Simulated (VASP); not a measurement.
# BN (sol) in VASP: further runs

BN (sol) is run at these levels: PBEsol; tasks: single point.

All numbers are computed with VASP 6.6.1; they aren't measurements. Logs are shortened: lines on timing, memory, paths and dates and some standing lists are left out, and cuts for length are marked.

## 1. The cell of the first run

It takes space group P6_3mc (No. 186, hexagonal). Conventional cell: a = 2.541 Å, b = 2.541 Å, c = 4.203 Å, α = 90.00°, β = 90.00°, γ = 120.00°. Within 2.0 Å of B (site symmetry 3m) lie 3 N at 1.47 Å. Within 2.0 Å of N (site symmetry 3m) lie 3 B at 1.47 Å.

## 2. Single point, PBEsol

Input file INCAR:

```
PREC     = Accurate       # precision mode
ENCUT    = 520            # plane-wave cutoff, eV
EDIFF    = 1E-6           # SCF threshold, eV
ISMEAR   = 0              # smearing method
SIGMA    = 0.01           # smearing width, eV
LREAL    = F              # projectors in reciprocal space
LASPH    = T              # aspherical terms in the spheres
NELM     = 100            # most SCF steps
ALGO     = Normal         # electronic algorithm
ISIF     = 2              # what is computed and relaxed
LWAVE    = F              # write WAVECAR
LCHARG   = F              # write CHGCAR
GGA      = PS             # functional
NBANDS   = 16             # bands
```

Input file KPOINTS:

```
regular mesh
0
Gamma
  12 12 6
```

Input file POSCAR:

```
BN
1.0
    2.5405666191      0.0000000000      0.0000000000
   -1.2702833096      2.2001952322      0.0000000000
    0.0000000000      0.0000000000      4.2026461249
B N
2 2
Direct
    0.3333333333      0.6666666667     -0.0567236753
    0.6666666667      0.3333333333      0.4432763247
    0.3333333333      0.6666666667      0.4307236753
    0.6666666667      0.3333333333      0.9307236753
```

Potentials or basis: VASP PAW PBE potentials, release 64 (B, N).

Run with:

```bash
$ cat potpaw_PBE.64/B/POTCAR potpaw_PBE.64/N/POTCAR > POTCAR
$ mpirun -np 1 vasp_std > vasp.out
```

OUTCAR:

```text
PREC = Accurate
   ENCUT = 520
   EDIFF = 1E-6
   ISMEAR = 0
   LREAL = F
   LASPH = T
   NELM = 100
   ISIF = 2
   GGA = PS

 ion  position               nearest neighbor table
   1  0.333  0.667  0.943-   4 1.47   4 1.47   4 1.47
   2  0.667  0.333  0.443-   3 1.47   3 1.47   3 1.47
   3  0.333  0.667  0.431-   2 1.47   2 1.47   2 1.47
   4  0.667  0.333  0.931-   1 1.47   1 1.47   1 1.47

  LATTYP: Found a hexagonal cell.
 ALAT       =     2.5405666191
 C/A-ratio  =     1.6542160687

  Lattice vectors:

 A1 = (   2.5405666191,   0.0000000000,   0.0000000000)
 A2 = (  -1.2702833096,   2.2001952322,   0.0000000000)
 A3 = (   0.0000000000,   0.0000000000,   4.2026461249)

Analysis of symmetry for initial positions (statically):
=====================================================================
 Subroutine PRICEL returns:
 Original cell was already a primitive cell.

 Routine SETGRP: Setting up the symmetry group for a
 hexagonal supercell.

 Subroutine GETGRP returns: Found 12 space group operations
 (whereof  6 operations were pure point group operations)
 out of a pool of 24 trial point group operations.

The static configuration has the point symmetry C_3v.
 The point group associated with its full space group is C_6v.

Analysis of symmetry for dynamics (positions and initial velocities):
=====================================================================
 Subroutine PRICEL returns:
 Original cell was already a primitive cell.

 Routine SETGRP: Setting up the symmetry group for a
 hexagonal supercell.

 Subroutine GETGRP returns: Found 12 space group operations
 (whereof  6 operations were pure point group operations)
 out of a pool of 24 trial point group operations.

The dynamic configuration has the point symmetry C_3v.
 The point group associated with its full space group is C_6v.

 Subroutine INISYM returns: Found 12 space group operations
 (whereof  6 operations are pure point group operations),
 and found     1 'primitive' translations

----------------------------------------------------------------------------------------

                                     Primitive cell

  volume of cell :      23.4917

  direct lattice vectors                    reciprocal lattice vectors
     2.540566619  0.000000000  0.000000000     0.393612981  0.227252560  0.000000000
    -1.270283310  2.200195232  0.000000000     0.000000000  0.454505121  0.000000000
     0.000000000  0.000000000  4.202646125     0.000000000  0.000000000  0.237945325

  length of vectors
     2.540566619  2.540566619  4.202646125     0.454505121  0.454505121  0.237945325

  position of ions in fractional coordinates (direct lattice)
     0.333333333  0.666666667  0.943276325
     0.666666667  0.333333333  0.443276325
     0.333333333  0.666666667  0.430723675
     0.666666667  0.333333333  0.930723675

  ion indices of the primitive-cell ions
   primitive index   ion index
                 1           1
                 2           2
                 3           3
                 4           4

----------------------------------------------------------------------------------------

 KPOINTS: regular mesh

Automatic generation of k-mesh.
 Grid dimensions read from file:
 generate k-points for:   12   12    6

 Generating k-lattice:

  Cartesian coordinates                     Fractional coordinates (reciprocal lattice)
     0.032801082  0.018937713  0.000000000     0.083333333 -0.000000000  0.000000000
     0.000000000  0.037875427  0.000000000     0.000000000  0.083333333  0.000000000
     0.000000000  0.000000000  0.039657554     0.000000000  0.000000000  0.166666667

  Length of vectors
     0.037875427  0.037875427  0.039657554

  Shift w.r.t. Gamma in fractional coordinates (k-lattice)
     0.000000000  0.000000000  0.000000000

 Subroutine IBZKPT returns following result:
 ===========================================

 Found     76 irreducible k-points:

 Following reciprocal coordinates:
            Coordinates               Weight
  0.000000  0.000000  0.000000      1.000000
  0.083333  0.000000  0.000000      6.000000
  0.166667  0.000000  0.000000      6.000000
  0.250000  0.000000  0.000000      6.000000
  0.333333  0.000000  0.000000      6.000000
  0.416667  0.000000  0.000000      6.000000
[... 16 lines left out ...]
  0.250000  0.000000  0.166667     12.000000
  0.333333  0.000000  0.166667     12.000000
 [... further k-points ...]
   k-points           NKPTS =     76   k-points in BZ     NKDIM =     76   number of bands    NBANDS=     16
   number of dos      NEDOS =    301   number of ions     NIONS =      4
   total plane-waves  NPLWV =  12800
   dimension x,y,z NGX =    20 NGY =   20 NGZ =   32
   dimension x,y,z NGXF=    40 NGYF=   40 NGZF=   64
   ions per type =               2   2
   NGX,Y,Z   is equivalent  to a cutoff of  13.09, 13.09, 12.66 a.u.
   NGXF,Y,Z  is equivalent  to a cutoff of  26.17, 26.17, 25.32 a.u.
 SYSTEM =  unknown system
   PREC   = accura    normal or accurate (medium, high low for compatibility)
   ISTART =      0    job   : 0-new  1-cont  2-samecut
   ICHARG =      2    charge: 1-file 2-atom 10-const
   ISPIN  =      1    spin polarized calculation?
   LNONCOLLINEAR =      F non collinear calculations
   LSORBIT =      F    spin-orbit coupling
   LASPH  =      T    aspherical Exc in radial PAW
   ENCUT  =  520.0 eV  38.22 Ry    6.18 a.u.   4.72  4.72  7.81*2*pi/ulx,y,z
   NELM   =    100;   NELMIN=  2; NELMDL= -5     # of ELM steps
   EDIFF  = 0.1E-05   stopping-criterion for ELM
   LREAL  =      F    real-space projection
   EDIFFG = 0.1E-04   stopping-criterion for IOM
   NSW    =      0    number of steps for IOM
   IBRION =     -1    ionic relax: 0-MD 1-quasi-New 2-CG
   NFREE  =      0    steps in history (QN), initial steepest desc. (CG)
   ISIF   =      2    stress and relaxation
   ISYM   =      2    0-nonsym 1-usesym 2-fastsym
   POTIM  = 0.5000    time-step for ionic-motion
   TEBEG  =    0.0;   TEEND  =   0.0 temperature during run
   PSTRESS=    0.0 pullay stress
   NELECT =      16.0000    total number of electrons
   NUPDOWN=      -1.0000    fix difference up-down
   EMIN   =  10.00;   EMAX   =-10.00  energy-range for DOS
   EFERMI =   0.00;   METHOD = LEGACY
   ISMEAR =     0;   SIGMA  =   0.01  broadening in eV -4-tet -1-fermi 0-gaus
   EFERMI_NEDOS =   21; number of points for ismear=-14 and -15
   IALGO  =     38    algorithm
   IMIX   =      4    mixing-type and parameters
     AMIX     =   0.40;   BMIX     =  1.00
     AMIX_MAG =   1.60;   BMIX_MAG =  1.00
  volume/ion in A,a.u.               =       5.87        39.63
  Fermi-wavevector in a.u.,A,eV,Ry     =   1.440378  2.721921 28.227872  2.074690
  Thomas-Fermi vector in A             =   2.559129
   LORBIT       =      0    0 simple, 1 ext, 2 COOP (PROOUT), +10 PAW based schemes
   GGA     = PS    functional components
   LHFCALC =     F    Hartree Fock is set to
   AEXX    =    0.0000 exact exchange contribution
   IVDW    =     0    specifies the selected vdW correction
   LEPSILON=     F    determine dielectric tensor
   LRPA    =     F    only Hartree local field effects (RPA)
 non-spin polarized calculation
 Gauss-broadening in eV      SIGMA  =   0.01
  energy-cutoff  :      520.00
  volume of cell :       23.49
 maximum number of plane-waves:       652
 NGX is ok and might be reduce to    20
   NGX =  9   NGY =  9   NGZ = 15

 number of electron      16.0000003 magnetization

 Free energy of the ion-electron system (eV)
  ---------------------------------------------------
  ext. energy  EPLUGINS =         0.00000000
  ---------------------------------------------------
  free energy    TOTEN  =       -34.79896180 eV

  energy without entropy =      -34.79896180  energy(sigma->0) =      -34.79896180

 E-fermi :   8.9970     XC(G=0): -13.0030

 val. band max:        8.8615231679   @ k =   0.0833   0.0833   0.0000
 cond. band min:      11.9286874938   @ k =   0.5000   0.0000   0.3333
 fundamental gap:      3.0671643259
 Fermi energy:         8.9970007144

 k-point     1 :       0.0000    0.0000    0.0000
  band No.  band energies     occupation
      1     -12.9687      2.00000
      2      -8.6923      2.00000
      3      -2.8485      2.00000
      4       4.5260      2.00000
      5       4.5260      2.00000
      6       5.9817      2.00000
[... 8 lines left out ...]
     15      18.8159      0.00000
     16      22.3470      0.00000

 k-point     2 :       0.0833    0.0000    0.0000
  band No.  band energies     occupation
      1     -12.8214      2.00000
      2      -8.5901      2.00000
      3      -2.6689      2.00000
      4       3.9025      2.00000
      5       4.2345      2.00000
      6       5.4929      2.00000
[... 8 lines left out ...]
     15      19.3642      0.00000
     16      22.0726      0.00000

 k-point     3 :       0.1667    0.0000    0.0000
  band No.  band energies     occupation
      1     -12.3841      2.00000
      2      -8.2978      2.00000
      3      -2.1356      2.00000
      4       2.3721      2.00000
      5       3.5453      2.00000
      6       4.2393      2.00000
[... 8 lines left out ...]
     15      20.8472      0.00000
     16      21.3129      0.00000

 k-point     4 :       0.2500    0.0000    0.0000
  band No.  band energies     occupation
      1     -11.6730      2.00000
      2      -7.8734      2.00000
      3      -1.2699      2.00000
      4       0.5249      2.00000
      5       2.6212      2.00000
      6       2.7704      2.00000
[... 8 lines left out ...]
     15      21.3877      0.00000
     16      22.9203      0.00000
[... 324 lines left out ...]
 k-point    22 :       0.1667    0.0000    0.1667
  band No.  band energies     occupation
      1     -12.2158      2.00000
      2      -8.8250      2.00000
      3      -1.3128      2.00000
      4       2.5117      2.00000
      5       3.6447      2.00000
      6       4.0295      2.00000
[... 8 lines left out ...]
     15      20.6469      0.00000
     16      21.5213      0.00000

 k-point    23 :       0.2500    0.0000    0.1667
  band No.  band energies     occupation
      1     -11.5105      2.00000
      2      -8.3322      2.00000
      3      -0.7070      2.00000
      4       0.8634      2.00000
      5       2.3575      2.00000
      6       2.8756      2.00000
[... 8 lines left out ...]
     15      21.9756      0.00000
     16      22.7291      0.00000

 k-point    24 :       0.3333    0.0000    0.1667
  band No.  band energies     occupation
      1     -10.5757      2.00000
      2      -7.8147      2.00000
      3      -1.3815      2.00000
      4       0.6334      2.00000
      5       0.9181      2.00000
      6       2.2266      2.00000
[... 8 lines left out ...]
     15      23.6038      0.00000
     16      24.7648      0.00000

 [... further k-points ...]
[... 5 lines left out ...]
  --------------------------------------------------------------------------------------
  -------------------------------------------------------------------------------------
  Total        1.1707109      1.1707109      9.8541264     -0.0000000      0.0000000      0.0000000
  in kB       79.8446128     79.8446128    672.0693400     -0.0000000      0.0000000      0.0000000
  external PRESSURE =     277.2528552 kB  Pullay stress =       0.0000000 kB

 VOLUME and BASIS-vectors are now :
 -----------------------------------------------------------------------------
  energy-cutoff  :      520.00
  volume of cell :       23.49
      direct lattice vectors                 reciprocal lattice vectors
     2.540566619  0.000000000  0.000000000     0.393612981  0.227252560  0.000000000
    -1.270283310  2.200195232  0.000000000     0.000000000  0.454505121  0.000000000
     0.000000000  0.000000000  4.202646125     0.000000000  0.000000000  0.237945325

 POSITION                                       TOTAL-FORCE (eV/Angst)
 -----------------------------------------------------------------------------------
     -0.00000      1.46680      3.96426        -0.000000     -0.000000      0.780108
      1.27028      0.73340      1.86293         0.000000      0.000000      0.780108
     -0.00000      1.46680      1.81018        -0.000000      0.000000     -0.780108
      1.27028      0.73340      3.91150         0.000000     -0.000000     -0.780108
 -----------------------------------------------------------------------------------
    total drift:                               -0.000000      0.000000     -0.000279

  FREE ENERGIE OF THE ION-ELECTRON SYSTEM (eV)
  ---------------------------------------------------
  free  energy   TOTEN  =       -34.7989617991 eV

  energy  without entropy=      -34.7989617991  energy(sigma->0) =      -34.79896180
```

Run time: 10 s. Hardware: 1 thread of Intel Xeon 6975P-C (Granite Rapids), shared host; peak memory 0.14 GiB.

Results:

```
Free energy            : -34.7990 eV
Pressure               : 27.7 GPa
Largest force          : 0.780 eV/Å
Band gap on the k mesh : 3.07 eV, indirect (least direct gap 4.83 eV)
```

Forces on the atoms (eV/Å):
```
B    0.000  0.000  0.780
B    0.000  0.000  0.780
N    0.000  0.000 -0.780
N    0.000  0.000 -0.780
```

Stress tensor (GPa, compression positive):
```
 7.98  0.00  0.00
 0.00  7.98  0.00
 0.00  0.00 67.21
```

Caveat: the PAW data sets were made with another functional, which shifts forces and pressure a little. A k mesh can miss the band edges.

## 3. Single point, PBEsol

Input file INCAR:

```
PREC = Accurate ; ENCUT = 520
EDIFF = 1E-6 ; ISMEAR = 0
SIGMA = 0.01 ; LREAL = False
LASPH = True ; NELM = 80
ALGO = Normal ; ISIF = 2
LWAVE = False ; LCHARG = False
GGA = PS ; NBANDS = 16
```

Input file KPOINTS:

```
Automatic mesh
0
Gamma
  12 12 6
```

Input file POSCAR:

```
BN
1.0
    2.5405666191      0.0000000000      0.0000000000
   -1.2702833096      2.2001952322      0.0000000000
    0.0000000000      0.0000000000      4.2026461249
B N
2 2
Direct
    0.3333333333      0.6666666667     -0.0630000000
    0.6666666667      0.3333333333      0.4370000000
    0.3333333333      0.6666666667      0.4370000000
    0.6666666667      0.3333333333      0.9370000000
```

Potentials or basis: VASP PAW PBE potentials, release 64 (B, N).

Run with:

```bash
$ cat potpaw_PBE.64/B/POTCAR potpaw_PBE.64/N/POTCAR > POTCAR
$ mpirun -np 1 vasp_std > vasp.out
```

Wall time 9.8 s (1 thread of Intel Xeon 6975P-C (Granite Rapids), shared host); peak memory 0.14 GiB.

The run converged. Its results:

```
Free energy            : -34.7574 eV
Pressure               : 28.3 GPa
Band gap on the k mesh : 3.02 eV, indirect (least direct gap 4.68 eV)
```

Stress tensor (GPa, compression positive):
```
 7.91  0.00  0.00
 0.00  7.91  0.00
 0.00  0.00 69.18
```

Levels at points of the mesh, in eV from the valence-band top:
| k point | band 5 | band 6 | band 7 | band 8 | band 9 | band 10 | band 11 | band 12 |
| --- | --- | --- | --- | --- | --- | --- | --- | --- |
| (0.00, 0.00, 0.00) | -4.35 | -2.90 | -2.90 | -0.07 | 7.66 | 7.66 | 8.40 | 8.88 |
| (0.50, 0.00, 0.00) | -7.32 | -6.97 | -5.38 | -3.37 | 5.25 | 5.48 | 9.07 | 9.29 |
| (0.00, 0.00, 0.50) | -3.66 | -3.66 | -3.66 | -3.66 | 8.34 | 8.34 | 8.59 | 8.59 |
| (0.50, 0.00, 0.50) | -6.44 | -6.44 | -2.56 | -2.56 | 3.34 | 3.34 | 7.27 | 7.27 |

Caveat: the PAW data sets were made with another functional, which shifts forces and pressure a little.
